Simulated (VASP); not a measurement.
# SiNi: relaxation of cell and atoms with PBEsol+D3(BJ)

SiNi:

```
CELL_PARAMETERS angstrom
4.50369 0.00000 0.00000
0.00000 4.50369 0.00000
0.00000 0.00000 4.50369
ATOMIC_POSITIONS crystal
Ni 0.14950 0.14950 0.14950
Ni 0.64950 0.35050 0.85050
Ni 0.85050 0.64950 0.35050
Ni 0.35050 0.85050 0.64950
Si 0.84683 0.84683 0.84683
Si 0.34683 0.65317 0.15317
Si 0.15317 0.34683 0.65317
Si 0.65317 0.15317 0.34683
```

```yaml
Program: VASP 6.6.1
Task: relaxation of cell and atoms
Functional: PBEsol
Dispersion: D3(BJ)
Potentials_or_basis: VASP PAW PBE potentials, release 64 (Ni, Si)
Cutoff: 600 eV
k_mesh: 6 × 6 × 6
Occupations: fermi-dirac, width 0.05 eV
Spin: collinear spin, ferromagnetic start
Starting_moments: "[1.0, 1.0, 1.0, 1.0, 0.0, 0.0, 0.0, 0.0] μB"
Dipole_correction: no
Further_INCAR_settings: ALGO = Normal; EDIFF = 1e-06; IBRION = 2; EDIFFG = -0.01; NSW = 60; ISIF = 3
```

```json
{
 "Relaxed volume": "10.81 Å³/atom",
 "Relaxed cell": "a = 4.423 Å, b = 4.423 Å, c = 4.423 Å, α = 90.00°, β = 90.00°, γ = 90.00°",
 "Space group after relaxing (to 0.1 Å)": "P2_13 (No. 198)",
 "Energy gained by relaxing": "21.1 meV/atom",
 "Ionic steps": "3",
 "Pressure after relaxing": "0.0 GPa",
 "Largest force after relaxing": "0.006 eV/Å",
 "Band gap on the k mesh": "zero (filled and empty bands overlap)",
 "Net moment": "0.00 μB per cell",
 "Valence electrons inside the program's atomic spheres": "Ni 9.69; Si 1.61",
 "Dispersion energy per atom": "-0.459 eV"
}
```

Forces in eV/Å, atoms in the order of the input:
```
Ni   0.003  0.003  0.003
Ni   0.003 -0.003 -0.003
Ni  -0.003  0.003 -0.003
Ni  -0.003 -0.003  0.003
Si  -0.001 -0.001 -0.001
Si  -0.001  0.001  0.001
Si   0.001 -0.001  0.001
Si   0.001  0.001 -0.001
```

Step by step:
```tsv
step	energy change (eV)	largest force (eV/Å)	pressure (GPa)	volume (Å³)
1	0.0000	0.0358	-10.48	91.35
2	0.0194	0.0620	13.69	81.82
3	-0.1685	0.0058	-0.04	86.51
```

Final structure:
```cif
data_structure
_symmetry_space_group_name_H-M 'P 1'
_symmetry_Int_Tables_number 1
_cell_length_a 4.4227
_cell_length_b 4.4227
_cell_length_c 4.4227
_cell_angle_alpha 90.000
_cell_angle_beta 90.000
_cell_angle_gamma 90.000
_cell_volume 86.51
loop_
_atom_site_label
_atom_site_type_symbol
_atom_site_fract_x
_atom_site_fract_y
_atom_site_fract_z
_atom_site_occupancy
Ni1 Ni 0.14940 0.14940 0.14940 1
Ni2 Ni 0.64940 0.35060 0.85060 1
Ni3 Ni 0.85060 0.64940 0.35060 1
Ni4 Ni 0.35060 0.85060 0.64940 1
Si1 Si 0.84672 0.84672 0.84672 1
Si2 Si 0.34672 0.65328 0.15328 1
Si3 Si 0.15328 0.34672 0.65328 1
Si4 Si 0.65328 0.15328 0.34672 1
```

Levels at points of the mesh, in eV from the Fermi level:
Spin up:
| k point | band 25 | band 26 | band 27 | band 28 | band 29 | band 30 | band 31 | band 32 |
| --- | --- | --- | --- | --- | --- | --- | --- | --- |
| (0.00, 0.00, 0.00) | -1.75 | -1.75 | -1.75 | 1.11 | 1.11 | 1.11 | 1.40 | 1.40 |
| (0.50, 0.00, 0.00) | -2.16 | -2.16 | -0.69 | -0.69 | -0.18 | -0.18 | 2.87 | 2.87 |
| (0.50, 0.50, 0.00) | -1.67 | -1.67 | -1.05 | -1.05 | 0.40 | 0.40 | 0.90 | 0.90 |
| (0.50, 0.50, 0.50) | -1.93 | -1.93 | -1.93 | -1.93 | 4.44 | 4.44 | 4.44 | 4.44 |
Spin down:
```tsv
k point	band 24	band 25	band 26	band 27	band 28	band 29	band 30	band 31	band 32	band 33
(0.00, 0.00, 0.00)	-2.45	-1.75	-1.75	-1.75	1.11	1.11	1.11	1.40	1.40	2.06
(0.50, 0.00, 0.00)	-2.31	-2.16	-2.16	-0.69	-0.69	-0.18	-0.18	2.87	2.87	3.00
(0.50, 0.50, 0.00)	-2.62	-1.67	-1.67	-1.05	-1.05	0.40	0.40	0.90	0.90	3.98
(0.50, 0.50, 0.50)	-2.88	-1.93	-1.93	-1.93	-1.93	4.44	4.44	4.44	4.44	4.67
```

It took 5.9 min on 1 thread of Oxide Virtual Turin-like Processor, on a shared host, peak memory 0.31 GiB.

Caveat: the moments typed at the start vanished in this run; the PAW data sets were made with another functional, which shifts forces and pressure a little.
